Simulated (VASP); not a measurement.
# Ga (Fm-3m) in VASP: a series of runs, part 2 of 2

VASP 6.6.1.

## (3) Single point, r2SCAN

This run uses another cell than the first one, of 20.16 Å³/atom, 1.156 times its volume.

The input, POSCAR:

```
Ga
1.0
    0.0000000000      2.1601210908      2.1601210908
    2.1601210908      0.0000000000      2.1601210908
    2.1601210908      2.1601210908      0.0000000000
Ga
1
Direct
    0.0000000000      0.0000000000      0.0000000000
```

The input, INCAR.step1:

```
PREC = Accurate
ENCUT = 520
ISMEAR = 0
SIGMA = 0.1
LREAL = False
LASPH = True
NELM = 80
NBANDS = 12
GGA = PE
ALGO = Normal
EDIFF = 1E-4
LWAVE = True
LCHARG = False
```

The input, INCAR.step2:

```
PREC = Accurate
ENCUT = 520
EDIFF = 1E-7
ISMEAR = 0
SIGMA = 0.1
LREAL = False
LASPH = True
NELM = 80
ALGO = Normal
ISIF = 2
LWAVE = False
LCHARG = False
METAGGA = R2SCAN
LMIXTAU = True
NBANDS = 12
ISTART = 1
```

The input, KPOINTS:

```
Automatic mesh
0
Gamma
  8 8 8
```

Potentials or basis: VASP PAW PBE potentials, release 64 (Ga_d).

Run with:

```console
$ cat potpaw_PBE.64/Ga_d/POTCAR > POTCAR
$ cp INCAR.step1 INCAR
$ mpirun -np 1 vasp_std > vasp.out
$ cp INCAR.step2 INCAR
$ mpirun -np 1 vasp_std > vasp.out
```

OUTCAR:

```text
PREC = Accurate
   ENCUT = 520
   EDIFF = 1E-7
   ISMEAR = 0
   LREAL = False
   LASPH = True
   NELM = 80
   ISIF = 2
   METAGGA = R2SCAN
   ISTART = 1

 ion  position               nearest neighbor table
   1  0.000  0.000  0.000-

  LATTYP: Found a face centered cubic cell.
 ALAT       =     4.3202421816

  Lattice vectors:

 A1 = (   0.0000000000,   2.1601210908,   2.1601210908)
 A2 = (   2.1601210908,   0.0000000000,   2.1601210908)
 A3 = (   2.1601210908,   2.1601210908,   0.0000000000)

Analysis of symmetry for initial positions (statically):
=====================================================================
 Subroutine PRICEL returns:
 Original cell was already a primitive cell.

 Routine SETGRP: Setting up the symmetry group for a
 face centered cubic supercell.

 Subroutine GETGRP returns: Found 48 space group operations
 (whereof 48 operations were pure point group operations)
 out of a pool of 48 trial point group operations.

The static configuration has the point symmetry O_h .

Analysis of symmetry for dynamics (positions and initial velocities):
=====================================================================
 Subroutine PRICEL returns:
 Original cell was already a primitive cell.

 Routine SETGRP: Setting up the symmetry group for a
 face centered cubic supercell.

 Subroutine GETGRP returns: Found 48 space group operations
 (whereof 48 operations were pure point group operations)
 out of a pool of 48 trial point group operations.

The dynamic configuration has the point symmetry O_h .

 Subroutine INISYM returns: Found 48 space group operations
 (whereof 48 operations are pure point group operations),
 and found     1 'primitive' translations

----------------------------------------------------------------------------------------

                                     Primitive cell

  volume of cell :      20.1588

  direct lattice vectors                    reciprocal lattice vectors
[... 107 lines left out ...]
  Fermi-wavevector in a.u.,A,eV,Ry     =   1.414386  2.672801 27.218276  2.000487
  Thomas-Fermi vector in A             =   2.535933
   LORBIT       =      0    0 simple, 1 ext, 2 COOP (PROOUT), +10 PAW based schemes
   METAGGA = R2SCAN    functional components
   LHFCALC =     F    Hartree Fock is set to
   AEXX    =    0.0000 exact exchange contribution
   IVDW    =     0    specifies the selected vdW correction
   LEPSILON=     F    determine dielectric tensor
   LRPA    =     F    only Hartree local field effects (RPA)
 non-spin polarized calculation
 Gauss-broadening in eV      SIGMA  =   0.10
  energy-cutoff  :      520.00
  volume of cell :       20.16
 maximum number of plane-waves:       560
   NGX = 11   NGY = 11   NGZ = 11

 number of electron      12.9999992 magnetization

 Free energy of the ion-electron system (eV)
  ---------------------------------------------------
  ext. energy  EPLUGINS =         0.00000000
  ---------------------------------------------------
  free energy    TOTEN  =       -11.23830434 eV

  energy without entropy =      -11.23760736  energy(sigma->0) =      -11.23795585

 E-fermi :   4.9883     XC(G=0): -11.7914

 val. band max:        4.7772676069   @ k =  -0.3750   0.3750   0.0000
 cond. band min:       5.1319932034   @ k =   0.5000   0.2500   0.1250
 fundamental gap:      0.3547255965
 Fermi energy:         4.9882863709

 k-point     1 :       0.0000    0.0000    0.0000
  band No.  band energies     occupation
      1     -10.5324      2.00000
      2     -10.5324      2.00000
      3     -10.5324      2.00000
      4     -10.4262      2.00000
      5     -10.4262      2.00000
      6      -6.2755      2.00000
      7      17.0578      0.00000
      8      17.0582      0.00000
      9      17.0582      0.00000
     10      21.0807      0.00000
     11      21.0807      0.00000
     12      21.0808      0.00000
[... 331 lines left out ...]
 k-point    24 :      -0.3750    0.2500    0.1250
  band No.  band energies     occupation
      1     -10.5487      2.00000
      2     -10.5474      2.00000
      3     -10.4497      2.00000
      4     -10.4143      2.00000
      5     -10.3389      2.00000
      6       0.7246      2.00000
      7       2.1185      2.00000
      8       9.2768      0.00000
      9      10.8331      0.00000
     10      18.2689      0.00000
     11      20.5347      0.00000
     12      26.5007      0.00000

 [... further k-points ...]
[... 5 lines left out ...]
  --------------------------------------------------------------------------------------
  -------------------------------------------------------------------------------------
  Total       -0.6377313     -0.6377313     -0.6377313      0.0000000      0.0000000     -0.0000000
  in kB      -50.6855346    -50.6855346    -50.6855346      0.0000000      0.0000000     -0.0000000
  external PRESSURE =     -50.6855346 kB  Pullay stress =       0.0000000 kB

 VOLUME and BASIS-vectors are now :
 -----------------------------------------------------------------------------
  energy-cutoff  :      520.00
  volume of cell :       20.16
      direct lattice vectors                 reciprocal lattice vectors
     0.000000000  2.160121091  2.160121091    -0.231468505  0.231468505  0.231468505
     2.160121091  0.000000000  2.160121091     0.231468505 -0.231468505  0.231468505
     2.160121091  2.160121091  0.000000000     0.231468505  0.231468505 -0.231468505

 POSITION                                       TOTAL-FORCE (eV/Angst)
 -----------------------------------------------------------------------------------
      0.00000      0.00000      0.00000         0.000000      0.000000     -0.000000
 -----------------------------------------------------------------------------------
    total drift:                                0.000000      0.000000      0.000000

  FREE ENERGIE OF THE ION-ELECTRON SYSTEM (eV)
  ---------------------------------------------------
  free  energy   TOTEN  =       -11.2383043417 eV

  energy  without entropy=      -11.2376073627  energy(sigma->0) =      -11.23795585
```

OUTCAR.step1:

```text
PREC = Accurate
   ENCUT = 520
   ISMEAR = 0
   LREAL = False
   LASPH = True
   NELM = 80
[... 574 lines left out ...]

 POSITION                                       TOTAL-FORCE (eV/Angst)
 -----------------------------------------------------------------------------------
      0.00000      0.00000      0.00000        -0.000000     -0.000000     -0.000000
 -----------------------------------------------------------------------------------
    total drift:                               -0.000000      0.000000      0.000000

  FREE ENERGIE OF THE ION-ELECTRON SYSTEM (eV)
  ---------------------------------------------------
  free  energy   TOTEN  =        -2.8535660746 eV

  energy  without entropy=       -2.8528120880  energy(sigma->0) =       -2.85318908
```

It took 31 s on 1 thread of Intel Xeon Platinum 8488C (Sapphire Rapids), shared host; peak memory 0.14 GiB.

What came out:

```
Free energy : -11.2383 eV
Pressure    : -5.1 GPa
```

Levels at points of the mesh, in eV from the Fermi level:
| k point | band 3 | band 4 | band 5 | band 6 | band 7 | band 8 | band 9 | band 10 |
| --- | --- | --- | --- | --- | --- | --- | --- | --- |
| (0.00, 0.00, 0.00) | -15.52 | -15.41 | -15.41 | -11.26 | 12.07 | 12.07 | 12.07 | 16.09 |
| (0.50, 0.00, 0.00) | -15.52 | -15.32 | -15.32 | -5.24 | -4.02 | 9.71 | 9.71 | 14.59 |
| (0.50, 0.50, 0.00) | -15.33 | -15.30 | -15.30 | -2.70 | -2.57 | 4.84 | 4.84 | 8.35 |

Caveat: the PAW data sets were made with another functional, which shifts forces and pressure a little.

## (4) Relaxation of cell and atoms, r2SCAN

This run uses another cell than the first one, of 20.16 Å³/atom, 1.156 times its volume.

POSCAR is that of step 3.

The input, INCAR.step1:

```
  PREC = Accurate
  ENCUT = 600
  ISMEAR = 0
  SIGMA = 0.1
  LREAL = F
  LASPH = T
  NELM = 80
  GGA = PE
  ALGO = Normal
  EDIFF = 1E-4
  LWAVE = T
  LCHARG = F
```

The input, INCAR.step2:

```
  PREC = Accurate
  ENCUT = 600
  EDIFF = 1E-6
  ISMEAR = 0
  SIGMA = 0.1
  LREAL = F
  LASPH = T
  NELM = 80
  ALGO = Normal
  ISIF = 3
  LWAVE = F
  LCHARG = F
  METAGGA = R2SCAN
  LMIXTAU = T
  IBRION = 2
  NSW = 90
  EDIFFG = -0.04
  ISTART = 1
```

The input, KPOINTS:

```
Automatic mesh
0
Gamma
  6 6 6
```

Run with:

```console
$ cat potpaw_PBE.64/Ga_d/POTCAR > POTCAR
$ cp INCAR.step1 INCAR
$ mpirun -np 1 vasp_std > vasp.out
$ cp INCAR.step2 INCAR
$ mpirun -np 1 vasp_std > vasp.out
```

It took 44 s on 1 thread of Intel Xeon Platinum 8488C (Sapphire Rapids), shared host; peak memory 0.15 GiB.

The run converged. Its results:

- Free energy: -11.3844 eV
- Relaxed volume: 17.36 Å³/atom
- Relaxed cell: a = 2.907 Å, b = 2.907 Å, c = 2.907 Å, α = 60.00°, β = 60.00°, γ = 60.00°
- Space group after relaxing (to 0.05 Å): Fm-3m (No. 225)
- Energy gained by relaxing: 73.2 meV/atom
- Ionic steps: 3
- Pressure after relaxing: -0.1 GPa

The path:
| step | energy change (eV) | largest force (eV/Å) | pressure (GPa) | volume (Å³) |
| --- | --- | --- | --- | --- |
| 1 | 0.0000 | 0.0000 | -7.28 | 20.16 |
| 2 | -0.0723 | 0.0000 | -0.94 | 17.60 |
| 3 | -0.0732 | 0.0000 | -0.08 | 17.36 |

Final structure:
```
Ga
1.0
     0.00000    2.05524    2.05524
     2.05524    0.00000    2.05524
     2.05524    2.05524    0.00000
Ga
1
Direct
  0.00000 0.00000 0.00000
```

Levels at points of the mesh, in eV from the Fermi level:
```csv
k point,band 2,band 3,band 4,band 5,band 6,band 7,band 8,band 9,band 10
"(0.00, 0.00, 0.00)",-15.58,-15.58,-15.42,-15.42,-12.37,13.95,13.95,13.95,17.06
"(0.50, 0.00, 0.00)",-15.57,-15.57,-15.29,-15.29,-5.26,-4.70,11.19,11.19,15.83
"(0.50, 0.50, 0.00)",-15.74,-15.30,-15.26,-15.26,-3.15,-2.16,5.45,5.45,8.92
```

Caveat: the k points lie up to 0.44 Å⁻¹ apart in the final cell; the PAW data sets were made with another functional, which shifts forces and pressure a little.

## (5) Single point, r2SCAN

This run uses another cell than the first one, of 17.82 Å³/atom, 1.022 times its volume.

The input, POSCAR:

```
Ga
1.0
    0.0000000000      2.0732969920      2.0732969920
    2.0732969920      0.0000000000      2.0732969920
    2.0732969920      2.0732969920      0.0000000000
Ga
1
Direct
    0.0000000000      0.0000000000      0.0000000000
```

The input, INCAR.step1:

```
ALGO = Normal
EDIFF = 1E-4
ENCUT = 520
GGA = PE
ISMEAR = 0
LASPH = T
LCHARG = F
LREAL = F
LWAVE = T
NBANDS = 12
NELM = 80
PREC = Accurate
SIGMA = 0.1
```

The input, INCAR.step2:

```
ALGO = Normal
EDIFF = 1E-6
ENCUT = 520
ISIF = 2
ISMEAR = 0
ISTART = 1
LASPH = T
LCHARG = F
LMIXTAU = T
LREAL = F
LWAVE = F
METAGGA = R2SCAN
NBANDS = 12
NELM = 80
PREC = Accurate
SIGMA = 0.1
```

The input, KPOINTS:

```
k-points
0
Gamma
  24 24 24
```

Run with:

```console
$ cat potpaw_PBE.64/Ga_d/POTCAR > POTCAR
$ cp INCAR.step1 INCAR
$ mpirun -np 1 vasp_std > vasp.out
$ cp INCAR.step2 INCAR
$ mpirun -np 1 vasp_std > vasp.out
```

It took 3.9 min on 1 thread of Intel Xeon Platinum 8488C (Sapphire Rapids), shared host; peak memory 0.22 GiB.

It converged, with:

| Property | Result |
| --- | --- |
| Free energy | -11.3057 eV |
| Pressure | 0.0 GPa |

Levels at points of the mesh, in eV from the Fermi level:
```tsv
k point	band 2	band 3	band 4	band 5	band 6	band 7	band 8	band 9	band 10	band 11
(0.00, 0.00, 0.00)	-15.57	-15.57	-15.43	-15.43	-12.19	13.57	13.57	13.57	16.89	17.27
(0.50, 0.00, 0.00)	-15.57	-15.57	-15.31	-15.31	-5.28	-4.59	10.89	10.89	15.58	15.58
(0.50, 0.50, 0.00)	-15.72	-15.31	-15.28	-15.28	-3.09	-2.25	5.31	5.31	8.79	9.53
```

Caveat: the PAW data sets were made with another functional, which shifts forces and pressure a little.

## (6) Relaxation of cell and atoms, r2SCAN

The input, POSCAR:

```
Ga
1.0
    0.0000000000      2.0581816500      2.0581816500
    2.0581816500      0.0000000000      2.0581816500
    2.0581816500      2.0581816500      0.0000000000
Ga
1
Direct
    0.0000000000      0.0000000000      0.0000000000
```

The input, INCAR.step1:

```
PREC = Accurate
ENCUT = 600
ISMEAR = 0
SIGMA = 0.1
LREAL = False
LASPH = True
NELM = 100
GGA = PE
ALGO = Normal
EDIFF = 1E-4
LWAVE = True
LCHARG = False
```

The input, INCAR.step2:

```
PREC = Accurate
ENCUT = 600
EDIFF = 1E-6
ISMEAR = 0
SIGMA = 0.1
LREAL = False
LASPH = True
NELM = 100
ALGO = Normal
ISIF = 3
LWAVE = False
LCHARG = False
METAGGA = R2SCAN
LMIXTAU = True
IBRION = 2
NSW = 100
EDIFFG = -0.01
ISTART = 1
```

The input, KPOINTS:

```
Automatic mesh
0
Gamma
  24 24 24
```

Potentials or basis: VASP PAW PBE potentials, release 64 (Ga_d).

Run with:

```console
$ cat potpaw_PBE.64/Ga_d/POTCAR > POTCAR
$ cp INCAR.step1 INCAR
$ mpirun -np 1 vasp_std > vasp.out
$ cp INCAR.step2 INCAR
$ mpirun -np 1 vasp_std > vasp.out
```

Wall time 9.4 min (1 thread of Intel Xeon Platinum 8488C (Sapphire Rapids), shared host); peak memory 0.23 GiB.

Results (log left out):

* Free energy: -11.3061 eV
* Relaxed volume: 17.81 Å³/atom
* Relaxed cell: a = 2.931 Å, b = 2.931 Å, c = 2.931 Å, α = 60.00°, β = 60.00°, γ = 60.00°
* Space group after relaxing (to 0.05 Å): Fm-3m (No. 225)
* Energy gained by relaxing: 1.2 meV/atom
* Ionic steps: 4
* Pressure after relaxing: 0.0 GPa

Step by step:
```
step  energy change (eV)  largest force (eV/Å)  pressure (GPa)  volume (Å³)
   1              0.0000                0.0000            1.24        17.44
   2             -0.0012                0.0000            0.09        17.78
   3             -0.0012                0.0000           -0.11        17.84
   4             -0.0012                0.0000           -0.04        17.81
```

Final structure:
```cif
data_structure
_symmetry_space_group_name_H-M 'P 1'
_symmetry_Int_Tables_number 1
_cell_length_a 2.9312
_cell_length_b 2.9312
_cell_length_c 2.9312
_cell_angle_alpha 60.000
_cell_angle_beta 60.000
_cell_angle_gamma 60.000
_cell_volume 17.81
loop_
_atom_site_label
_atom_site_type_symbol
_atom_site_fract_x
_atom_site_fract_y
_atom_site_fract_z
_atom_site_occupancy
Ga1 Ga 0.00000 0.00000 0.00000 1
```

Levels at points of the mesh, in eV from the Fermi level:
| k point | band 3 | band 4 | band 5 | band 6 | band 7 | band 8 | band 9 | band 10 |
| --- | --- | --- | --- | --- | --- | --- | --- | --- |
| (0.00, 0.00, 0.00) | -15.58 | -15.43 | -15.43 | -12.19 | 13.59 | 13.59 | 13.59 | 16.89 |
| (0.50, 0.00, 0.00) | -15.57 | -15.31 | -15.31 | -5.28 | -4.60 | 10.90 | 10.90 | 15.58 |
| (0.50, 0.50, 0.00) | -15.32 | -15.28 | -15.28 | -3.09 | -2.25 | 5.31 | 5.31 | 8.79 |

Caveat: the PAW data sets were made with another functional, which shifts forces and pressure a little.

## (7) Overview

```csv
task,cell,k mesh,cutoff (eV),gap on the mesh (eV),pressure (GPa),relaxed volume (Å³/atom)
single point,"a = 2.911 Å, angles 60.0°, 1 atom",6 × 6 × 6,520,none,-0.2,-
single point,"a = 3.055 Å, angles 60.0°, 1 atom",8 × 8 × 8,520,none,-5.1,-
relaxation of cell and atoms,"relaxed from a = 3.055 Å, angles 60.0°, 1 atom",6 × 6 × 6,600,none,-0.1,17.36
single point,"a = 2.932 Å, angles 60.0°, 1 atom",24 × 24 × 24,520,none,0.0,-
relaxation of cell and atoms,"relaxed from a = 2.911 Å, angles 60.0°, 1 atom",24 × 24 × 24,600,none,0.0,17.81
```

Alike in all rows: level r2SCAN; potentials or basis VASP PAW PBE potentials, release 64 (Ga_d); no spin polarisation; smearing gaussian 0.1 eV.

Caveats: some runs use coarse meshes; the PAW data sets were made with another functional, which shifts forces and pressure a little.

Absolute energies hang on the potentials; compare differences alone.
